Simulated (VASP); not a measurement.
CuO, 4 atoms in the cell. The typed cell holds 4 atoms: a = 3.843 Å, b = 3.843 Å, c = 3.293 Å, α = 90.00°, β = 90.00°, γ = 90.00°. 

- Program: VASP 6.6.1
- Task: single point
- Functional: r2SCAN
- Potentials or basis: VASP PAW PBE potentials, release 64 (Cu, O)
- Cutoff: 520 eV
- k mesh: 8 × 8 × 6
- Occupations: fermi-dirac, width 0.05 eV
- Spin: no spin polarisation
- Dipole correction: no
- Further INCAR settings: ALGO = Normal; EDIFF = 1e-06; NBANDS = 25

Potentials or basis: VASP PAW PBE potentials, release 64 (Cu, O).

Command:

```console
$ cat potpaw_PBE.64/Cu/POTCAR potpaw_PBE.64/O/POTCAR > POTCAR
$ cp INCAR.step1 INCAR
$ mpirun -np 1 vasp_std > vasp.out
$ cp INCAR.step2 INCAR
$ mpirun -np 1 vasp_std > vasp.out
```

Hardware: 1 thread of Intel Xeon 8259CL (shared host).

Question: How long does it take, and how much memory?

Answer: Run time: 5.2 min on 1 thread of Intel Xeon 8259CL, with other jobs on the host, peak memory 0.21 GiB. Counts: k points 60.
